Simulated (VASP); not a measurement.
# BeS (m.b) (F-43m) in VASP: further runs

BeS (m.b) is run at these levels: PBE; tasks: single point, relaxation of cell and atoms.

Program: VASP 6.6.1. These are calculated values, not measurements. Logs are shortened: lines on timing, memory, paths and dates and some standing lists are left out, and cuts for length are marked.

### 1 The cell of the first run

Symmetry: F-43m, No. 216, cubic system. The conventional cell has a = 4.876 Å, b = 4.876 Å, c = 4.876 Å, α = 90.00°, β = 90.00°, γ = 90.00°. Within 2.8 Å of Be (site symmetry -43m) lie 4 S at 2.11 Å. S (site symmetry -43m) has 4 Be at 2.11 Å within 2.8 Å.

### 2 Single point, PBE

Contents of INCAR:

```
PREC     = Accurate       # precision mode
ENCUT    = 600            # plane-wave cutoff, eV
EDIFF    = 1E-6           # SCF threshold, eV
ISMEAR   = 0              # smearing method
SIGMA    = 0.02           # smearing width, eV
LREAL    = F              # projectors in reciprocal space
LASPH    = T              # aspherical terms in the spheres
NELM     = 120            # most SCF steps
ALGO     = Normal         # electronic algorithm
ISIF     = 2              # what is computed and relaxed
LWAVE    = F              # write WAVECAR
LCHARG   = F              # write CHGCAR
GGA      = PE             # functional
NBANDS   = 11             # bands
GGA_COMPAT= F
```

Contents of KPOINTS:

```
regular mesh
0
Gamma
  8 8 8
```

Contents of POSCAR:

```
BeS
1.0
    0.0000000000      2.4378857518      2.4378857518
    2.4378857518      0.0000000000      2.4378857518
    2.4378857518      2.4378857518      0.0000000000
Be S
1 1
Direct
    0.0000000000      0.0000000000      0.0000000000
    0.2500000000      0.2500000000      0.2500000000
```

Potentials or basis: VASP PAW PBE potentials, release 64 (Be, S).

Launch:

```
$ cat potpaw_PBE.64/Be/POTCAR potpaw_PBE.64/S/POTCAR > POTCAR
$ mpirun -np 1 vasp_std > vasp.out
```

OUTCAR:

```text
PREC = Accurate
   ENCUT = 600
   EDIFF = 1E-6
   ISMEAR = 0
   LREAL = F
   LASPH = T
   NELM = 120
   ISIF = 2
   GGA = PE

 ion  position               nearest neighbor table
   1  0.000  0.000  0.000-   2 2.11   2 2.11   2 2.11   2 2.11
   2  0.250  0.250  0.250-   1 2.11   1 2.11   1 2.11   1 2.11

  LATTYP: Found a face centered cubic cell.
 ALAT       =     4.8757715036

  Lattice vectors:

 A1 = (   0.0000000000,   2.4378857518,   2.4378857518)
 A2 = (   2.4378857518,   0.0000000000,   2.4378857518)
 A3 = (   2.4378857518,   2.4378857518,   0.0000000000)

Analysis of symmetry for initial positions (statically):
=====================================================================
 Subroutine PRICEL returns:
 Original cell was already a primitive cell.

 Routine SETGRP: Setting up the symmetry group for a
 face centered cubic supercell.

 Subroutine GETGRP returns: Found 24 space group operations
 (whereof 24 operations were pure point group operations)
 out of a pool of 48 trial point group operations.

The static configuration has the point symmetry T_d .

Analysis of symmetry for dynamics (positions and initial velocities):
=====================================================================
 Subroutine PRICEL returns:
 Original cell was already a primitive cell.

 Routine SETGRP: Setting up the symmetry group for a
 face centered cubic supercell.

 Subroutine GETGRP returns: Found 24 space group operations
 (whereof 24 operations were pure point group operations)
 out of a pool of 48 trial point group operations.

The dynamic configuration has the point symmetry T_d .

 Subroutine INISYM returns: Found 24 space group operations
 (whereof 24 operations are pure point group operations),
 and found     1 'primitive' translations

----------------------------------------------------------------------------------------

                                     Primitive cell

  volume of cell :      28.9781

  direct lattice vectors                    reciprocal lattice vectors
     0.000000000  2.437885752  2.437885752    -0.205095747  0.205095747  0.205095747
     2.437885752  0.000000000  2.437885752     0.205095747 -0.205095747  0.205095747
     2.437885752  2.437885752  0.000000000     0.205095747  0.205095747 -0.205095747

  length of vectors
     3.447691094  3.447691094  3.447691094     0.355236255  0.355236255  0.355236255

  position of ions in fractional coordinates (direct lattice)
     0.000000000  0.000000000  0.000000000
     0.250000000  0.250000000  0.250000000

  ion indices of the primitive-cell ions
   primitive index   ion index
                 1           1
                 2           2

[... 84 lines left out ...]
   EMIN   =  10.00;   EMAX   =-10.00  energy-range for DOS
   EFERMI =   0.00;   METHOD = LEGACY
   ISMEAR =     0;   SIGMA  =   0.02  broadening in eV -4-tet -1-fermi 0-gaus
   EFERMI_NEDOS =   21; number of points for ismear=-14 and -15
   IALGO  =     38    algorithm
   IMIX   =      4    mixing-type and parameters
     AMIX     =   0.40;   BMIX     =  1.00
     AMIX_MAG =   1.60;   BMIX_MAG =  1.00
  volume/ion in A,a.u.               =      14.49        97.78
  Fermi-wavevector in a.u.,A,eV,Ry     =   1.065978  2.014406 15.460417  1.136309
  Thomas-Fermi vector in A             =   2.201547
   LORBIT       =      0    0 simple, 1 ext, 2 COOP (PROOUT), +10 PAW based schemes
   GGA     = PE    functional components
   LHFCALC =     F    Hartree Fock is set to
   AEXX    =    0.0000 exact exchange contribution
   IVDW    =     0    specifies the selected vdW correction
   LEPSILON=     F    determine dielectric tensor
   LRPA    =     F    only Hartree local field effects (RPA)
 non-spin polarized calculation
 Gauss-broadening in eV      SIGMA  =   0.02
  energy-cutoff  :      600.00
  volume of cell :       28.98
 maximum number of plane-waves:       982
   NGX = 13   NGY = 13   NGZ = 13

 number of electron       7.9999999 magnetization

 Free energy of the ion-electron system (eV)
  ---------------------------------------------------
  ext. energy  EPLUGINS =         0.00000000
  ---------------------------------------------------
  free energy    TOTEN  =       -10.01354618 eV

  energy without entropy =      -10.01354618  energy(sigma->0) =      -10.01354618

 E-fermi :   4.1832     XC(G=0):  -9.6650

 val. band max:        4.0114163329   @ k =   0.0000   0.0000   0.0000
 cond. band min:       7.1574495767   @ k =   0.5000   0.5000   0.0000
 fundamental gap:      3.1460332438
 Fermi energy:         4.1831983151

 k-point     1 :       0.0000    0.0000    0.0000
  band No.  band energies     occupation
      1      -9.5751      2.00000
      2       4.0114      2.00000
      3       4.0114      2.00000
      4       4.0114      2.00000
      5       9.6872      0.00000
      6       9.6872      0.00000
      7       9.6872      0.00000
      8       9.7636      0.00000
      9      16.7938      0.00000
     10      16.7938      0.00000
     11      18.7610      0.00000
[... 309 lines left out ...]
 k-point    24 :      -0.3750    0.2500    0.1250
  band No.  band energies     occupation
      1      -7.7403      2.00000
      2      -1.1485      2.00000
      3       1.2861      2.00000
      4       2.2146      2.00000
      5      10.1182      0.00000
      6      10.5622      0.00000
      7      13.0759      0.00000
      8      14.4567      0.00000
      9      15.4029      0.00000
     10      19.2416      0.00000
     11      19.8658      0.00000

 [... further k-points ...]

------------------------ aborting loop because EDIFF is reached ----------------------------------------

  FORCE on cell =-STRESS in cart. coord.  units (eV):
  Direction    XX          YY          ZZ          XY          YZ          ZX
  --------------------------------------------------------------------------------------
  -------------------------------------------------------------------------------------
  Total        0.0116933      0.0116933      0.0116933     -0.0000000     -0.0000000      0.0000000
  in kB        0.6465146      0.6465146      0.6465146     -0.0000000     -0.0000000      0.0000000
  external PRESSURE =       0.6465146 kB  Pullay stress =       0.0000000 kB

 VOLUME and BASIS-vectors are now :
 -----------------------------------------------------------------------------
  energy-cutoff  :      600.00
  volume of cell :       28.98
      direct lattice vectors                 reciprocal lattice vectors
     0.000000000  2.437885752  2.437885752    -0.205095747  0.205095747  0.205095747
     2.437885752  0.000000000  2.437885752     0.205095747 -0.205095747  0.205095747
     2.437885752  2.437885752  0.000000000     0.205095747  0.205095747 -0.205095747

 POSITION                                       TOTAL-FORCE (eV/Angst)
 -----------------------------------------------------------------------------------
      0.00000      0.00000      0.00000         0.000000      0.000000      0.000000
      1.21894      1.21894      1.21894        -0.000000     -0.000000     -0.000000
 -----------------------------------------------------------------------------------
    total drift:                               -0.000000     -0.000000     -0.000000

  FREE ENERGIE OF THE ION-ELECTRON SYSTEM (eV)
  ---------------------------------------------------
  free  energy   TOTEN  =       -10.0135461847 eV

  energy  without entropy=      -10.0135461847  energy(sigma->0) =      -10.01354618
```

Wall time 20 s (1 thread of Intel Xeon 8259CL, shared host); peak memory 0.15 GiB.

Results:

```yaml
Free_energy: -10.0135 eV
Pressure: 0.1 GPa
Band_gap_on_the_k_mesh: 3.15 eV, indirect (least direct gap 5.68 eV)
```

Levels at points of the mesh, in eV from the valence-band top:
| k point | band 1 | band 2 | band 3 | band 4 | band 5 | band 6 | band 7 | band 8 | band 9 |
| --- | --- | --- | --- | --- | --- | --- | --- | --- | --- |
| (0.00, 0.00, 0.00) | -13.59 | 0.00 | 0.00 | 0.00 | 5.68 | 5.68 | 5.68 | 5.75 | 12.78 |
| (0.50, 0.00, 0.00) | -12.02 | -5.69 | -1.01 | -1.01 | 5.42 | 6.57 | 6.57 | 11.13 | 14.87 |
| (0.50, 0.50, 0.00) | -11.49 | -4.94 | -2.59 | -2.59 | 3.15 | 4.93 | 12.65 | 12.65 | 15.35 |

A k mesh can miss the band edges. As with any semilocal functional, this PBE gap is likely too small.

### 3 Relaxation of cell and atoms, PBE

This run uses another cell than the first one, of 14.17 Å³/atom, 0.978 times its volume.

Contents of INCAR:

```
SYSTEM = BeS
ALGO = Normal
EDIFF = 1E-7
EDIFFG = -0.002
ENCUT = 600
GGA = PE
GGA_COMPAT = .False.
IBRION = 2
ISIF = 3
ISMEAR = 0
LASPH = .True.
LCHARG = .False.
LREAL = .False.
LWAVE = .False.
NELM = 120
NELMIN = 4
NSW = 100
PREC = Accurate
SIGMA = 0.02
```

Contents of KPOINTS:

```
k-points
0
Gamma
  8 8 8
  0 0 0
```

Contents of POSCAR:

```
BeS
1.0
    0.0000000000      2.4200000000      2.4200000000
    2.4200000000      0.0000000000      2.4200000000
    2.4200000000      2.4200000000      0.0000000000
Be S
1 1
Direct
    0.0000000000      0.0000000000      0.0000000000
    0.2500000000      0.2500000000      0.2500000000
```

Potentials or basis: VASP PAW PBE potentials, release 64 (Be, S).

Launch:

```
$ cat potpaw_PBE.64/Be/POTCAR potpaw_PBE.64/S/POTCAR > POTCAR
$ mpirun -np 1 vasp_std > vasp.out
```

OUTCAR:

```text
SYSTEM = BeS
   EDIFF = 1E-7
   EDIFFG = -0.002
   ENCUT = 600
   GGA = PE
   IBRION = 2
   ISIF = 3
   ISMEAR = 0
   LASPH = .True.
   LREAL = .False.
   NELM = 120
   NELMIN = 4
   NSW = 100
   PREC = Accurate

 ion  position               nearest neighbor table
   1  0.000  0.000  0.000-   2 2.10   2 2.10   2 2.10   2 2.10
   2  0.250  0.250  0.250-   1 2.10   1 2.10   1 2.10   1 2.10

  LATTYP: Found a face centered cubic cell.
 ALAT       =     4.8400000000

  Lattice vectors:

 A1 = (   0.0000000000,   2.4200000000,   2.4200000000)
 A2 = (   2.4200000000,   0.0000000000,   2.4200000000)
 A3 = (   2.4200000000,   2.4200000000,   0.0000000000)

Analysis of symmetry for initial positions (statically):
=====================================================================
 Subroutine PRICEL returns:
 Original cell was already a primitive cell.

 Routine SETGRP: Setting up the symmetry group for a
 face centered cubic supercell.

 Subroutine GETGRP returns: Found 24 space group operations
 (whereof 24 operations were pure point group operations)
 out of a pool of 48 trial point group operations.

The static configuration has the point symmetry T_d .

Analysis of symmetry for dynamics (positions and initial velocities):
=====================================================================
 Subroutine PRICEL returns:
 Original cell was already a primitive cell.

 Routine SETGRP: Setting up the symmetry group for a
 face centered cubic supercell.

 Subroutine GETGRP returns: Found 24 space group operations
 (whereof 24 operations were pure point group operations)
 out of a pool of 48 trial point group operations.

The dynamic configuration has the point symmetry T_d .

 Subroutine INISYM returns: Found 24 space group operations
 (whereof 24 operations are pure point group operations),
 and found     1 'primitive' translations

----------------------------------------------------------------------------------------

                                     Primitive cell
[... 128 lines left out ...]
   NGX = 13   NGY = 13   NGZ = 13

--------------------------------------- Ionic step        1  -------------------------------------------

 number of electron       7.9999999 magnetization

 Free energy of the ion-electron system (eV)
  ---------------------------------------------------
  ext. energy  EPLUGINS =         0.00000000
  ---------------------------------------------------
  free energy    TOTEN  =       -10.00912212 eV

  energy without entropy =      -10.00912212  energy(sigma->0) =      -10.00912212

------------------------ aborting loop because EDIFF is reached ----------------------------------------

  FORCE on cell =-STRESS in cart. coord.  units (eV):
  Direction    XX          YY          ZZ          XY          YZ          ZX
  --------------------------------------------------------------------------------------
  -------------------------------------------------------------------------------------
  Total        0.3895211      0.3895211      0.3895211      0.0000000      0.0000000      0.0000000
  in kB       22.0173705     22.0173705     22.0173705      0.0000000      0.0000000      0.0000000
  external PRESSURE =      22.0173705 kB  Pullay stress =       0.0000000 kB
[... 59 lines left out ...]
--------------------------------------- Ionic step        3  -------------------------------------------

 number of electron       7.9999999 magnetization

 Free energy of the ion-electron system (eV)
  ---------------------------------------------------
  ext. energy  EPLUGINS =         0.00000000
  ---------------------------------------------------
  free energy    TOTEN  =       -10.01350128 eV

  energy without entropy =      -10.01350128  energy(sigma->0) =      -10.01350128

 E-fermi :   4.1281     XC(G=0):  -9.6626

 val. band max:        4.0056389949   @ k =   0.0000   0.0000   0.0000
 cond. band min:       7.1529847772   @ k =   0.5000   0.5000   0.0000
 fundamental gap:      3.1473457823
 Fermi energy:         4.1281048413

 k-point     1 :       0.0000    0.0000    0.0000
  band No.  band energies     occupation
      1      -9.5771      2.00000
      2       4.0056      2.00000
      3       4.0056      2.00000
      4       4.0056      2.00000
      5       9.6815      0.00000
      6       9.6815      0.00000
      7       9.6815      0.00000
      8       9.7530      0.00000
[... 243 lines left out ...]
 k-point    24 :      -0.3750    0.2500    0.1250
  band No.  band energies     occupation
      1      -7.7441      2.00000
      2      -1.1509      2.00000
      3       1.2821      2.00000
      4       2.2103      2.00000
      5      10.1126      0.00000
      6      10.5548      0.00000
      7      13.0674      0.00000
      8      14.4483      0.00000

 [... further k-points ...]

------------------------ aborting loop because EDIFF is reached ----------------------------------------

  FORCE on cell =-STRESS in cart. coord.  units (eV):
  Direction    XX          YY          ZZ          XY          YZ          ZX
  --------------------------------------------------------------------------------------
  -------------------------------------------------------------------------------------
  Total        0.0009107      0.0009107      0.0009107      0.0000000      0.0000000      0.0000000
  in kB        0.0503256      0.0503256      0.0503256      0.0000000      0.0000000      0.0000000
  external PRESSURE =       0.0503256 kB  Pullay stress =       0.0000000 kB
[... 17 lines left out ...]
  FREE ENERGIE OF THE ION-ELECTRON SYSTEM (eV)
  ---------------------------------------------------
  free  energy   TOTEN  =       -10.0135012759 eV

  energy  without entropy=      -10.0135012759  energy(sigma->0) =      -10.01350128

 reached required accuracy - stopping structural energy minimisation
```

It took 38 s on 1 thread of Intel Xeon 8259CL, shared host; peak memory 0.15 GiB.

Results:

```
Free energy                            : -10.0135 eV
Relaxed volume                         : 14.50 Å³/atom
Relaxed cell                           : a = 3.448 Å, b = 3.448 Å, c = 3.448 Å, α = 60.00°, β = 60.00°, γ = 60.00°
Space group after relaxing (to 0.05 Å) : F-43m (No. 216)
Energy gained by relaxing              : 2.2 meV/atom
Ionic steps                            : 3
Pressure after relaxing                : 0.0 GPa
Band gap on the k mesh                 : 3.15 eV, indirect (least direct gap 5.68 eV)
```

The path:
| step | energy change (eV) | largest force (eV/Å) | pressure (GPa) | volume (Å³) |
| --- | --- | --- | --- | --- |
| 1 | 0.0000 | 0.0000 | 2.20 | 28.34 |
| 2 | -0.0041 | 0.0000 | -0.49 | 29.15 |
| 3 | -0.0044 | 0.0000 | 0.01 | 28.99 |

Final structure:
```xyz
2
Lattice="0.0000 2.4384 2.4384 2.4384 0.0000 2.4384 2.4384 2.4384 0.0000" Properties=species:S:1:pos:R:3 pbc="T T T"
Be    0.0000    0.0000    0.0000
S     1.2192    1.2192    1.2192
```

A k mesh can miss the band edges. Expect the measured gap to be larger: semilocal functionals such as PBE lack the derivative discontinuity.
